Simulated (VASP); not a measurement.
HfH3:

```
Hf H
1.0
    -1.52651    1.52651    3.03403
     1.52651   -1.52651    3.03403
     1.52651    1.52651   -3.03403
Hf H
1 3
Direct
  0.00000 0.00000 0.00000
  0.75000 0.25000 0.50000
  0.25000 0.75000 0.50000
  0.50000 0.50000 0.00000
```

```yaml
Program: VASP 6.6.1
Task: relaxation of cell and atoms
Functional: LDA
Potentials_or_basis: VASP PAW LDA potentials, release 64 (Hf_pv, H)
Cutoff: 600 eV
k_mesh: 12 × 12 × 12
Occupations: methfessel-paxton, width 0.1 eV
Spin: no spin polarisation
```

At the start: pressure -7.8 GPa; volume 7.07 Å³/atom.

Problem. Where does the relaxation end?

Solution. Over 5 steps the energy falls by 12.0 meV/atom and the volume is 6.66 Å³/atom (-5.8 %); space group I4/mmm (No. 139, to 0.1 Å) before and after.

Step by step:
| step | energy change (eV) | largest force (eV/Å) | pressure (GPa) | volume (Å³) |
| --- | --- | --- | --- | --- |
| 1 | 0.0000 | 0.0000 | -7.79 | 28.28 |
| 2 | -0.0412 | 0.0000 | -0.79 | 26.90 |
| 3 | -0.0420 | 0.0000 | 0.40 | 26.70 |
| 4 | -0.0459 | 0.0000 | 0.20 | 26.67 |
| 5 | -0.0478 | 0.0000 | -0.04 | 26.63 |

Final structure:
```cif
data_structure
_symmetry_space_group_name_H-M 'P 1'
_symmetry_Int_Tables_number 1
_cell_length_a 3.6116
_cell_length_b 3.6116
_cell_length_c 3.6116
_cell_angle_alpha 130.484
_cell_angle_beta 130.484
_cell_angle_gamma 72.634
_cell_volume 26.63
loop_
_atom_site_label
_atom_site_type_symbol
_atom_site_fract_x
_atom_site_fract_y
_atom_site_fract_z
_atom_site_occupancy
Hf1 Hf 0.00000 0.00000 0.00000 1
H1 H 0.75000 0.25000 0.50000 1
H2 H 0.25000 0.75000 0.50000 1
H3 H 0.50000 0.50000 0.00000 1
```

Caveat: an odd number of electrons without spin polarisation forces a metal; a magnetic or distorted state may lie lower.
